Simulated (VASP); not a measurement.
Runs of VASP 6.6.1 on SiC. The structure is cubic, space group Pm-3m (No. 221). Conventional cell: a = 2.620 Å, b = 2.620 Å, c = 2.620 Å, α = 90.00°, β = 90.00°, γ = 90.00°. Si (site symmetry m-3m) has 8 C at 2.27 Å and 6 Si at 2.62 Å within 3.0 Å. C (site symmetry m-3m) has 8 Si at 2.27 Å and 6 C at 2.62 Å within 3.0 Å. 

```tsv
level	potentials or basis	k mesh	cutoff (eV)	gap on the mesh (eV)	pressure (GPa)
LDA	VASP PAW LDA potentials, release 64 (Si, C)	6 × 6 × 6	600	none	-3.5
r2SCAN	VASP PAW PBE potentials, release 64 (Si, C)	8 × 8 × 8	520	none	(a)
PBE	VASP PAW PBE potentials, release 64 (Si, C)	8 × 8 × 8	520	none	4.1
r2SCAN	VASP PAW PBE potentials, release 64 (Si, C)	6 × 6 × 6	660	none	(b)
LDA	VASP PAW LDA potentials, release 64 (Si, C)	4 × 4 × 4	600	none	-3.4
```

Alike in all rows: task single point; no spin polarisation; cell as given; smearing fermi-dirac 0.02 eV.

**Question.** Fill in the values left out.

**Answer.** (a) 0.3; (b) -0.3.

Caveats: some runs use coarse meshes; the PAW data sets were made with another functional, which shifts forces and pressure a little (some runs).

A gap of «none» marks levels without a gap at the run's occupations.
